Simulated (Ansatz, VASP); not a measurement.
## Two plane-wave programs on Ca2Cd3FeP4

```
CELL_PARAMETERS angstrom
4.27700 0.00000 0.00000
-2.13850 3.70399 0.00000
0.00000 0.00000 14.06200
ATOMIC_POSITIONS crystal
Cd 0.33333 0.66667 0.31845
Cd 0.33333 0.66667 0.81845
Cd 0.66667 0.33333 0.18155
Fe 0.66667 0.33333 0.68155
Ca 0.00000 0.00000 0.00000
Ca 0.00000 0.00000 0.50000
P 0.33333 0.66667 0.12025
P 0.33333 0.66667 0.62025
P 0.66667 0.33333 0.37975
P 0.66667 0.33333 0.87975
```

Alike in both runs: task single point; functional LDA; k mesh 4 × 4 × 1; occupations fermi-dirac, width 0.02 eV; collinear spin; Hubbard terms Fe d U = 5.3 eV.

|  | VASP | Ansatz |
| --- | --- | --- |
| version | VASP 6.6.1 | Ansatz 0.2.0 |
| potentials or method | VASP PAW LDA potentials, release 64 (Cd, Fe, Ca_sv, P), cutoff 520 eV | PAW, plane waves, scalar-relativistic |
| valence electrons in the cell | 84 | 116 |

Ansatz gave:

```
pressure (GPa)                                                : -6.2
traceless stress, the component that is largest in VASP (GPa) : 0.44
rms of the force components (eV/Å)                            : 0.171
net moment per atom (μB)                                      : 0.36
size of the moment on the site where the two differ most (μB) : 3.14
```

Task: Which values does VASP return?

Result: Pressure (GPa): -6.1; traceless stress, the component that is largest in VASP (GPa): -0.11; rms of the force components (eV/Å): 0.236; net moment per atom (μB): 0.38; size of the moment on the site where the two differ most (μB): 3.59.

LDA's correlation is that of Perdew and Zunger in VASP and of Perdew and Wang (1992) in Ansatz. Site moments also hang on the region over which each program counts them. The programs project onto different local orbitals, so the same U acts differently, and such runs can settle in different states. Atom by atom the forces differ by 0.110 eV/Å (rms over components). VASP's potentials hold 84 valence electrons a cell and Ansatz's 116, so a difference there can come from the potentials and not from the codes. Ansatz's warnings: filled band counts differ across k points, no starting moments.

The k mesh is coarse, so the values compare programs but aren't converged.
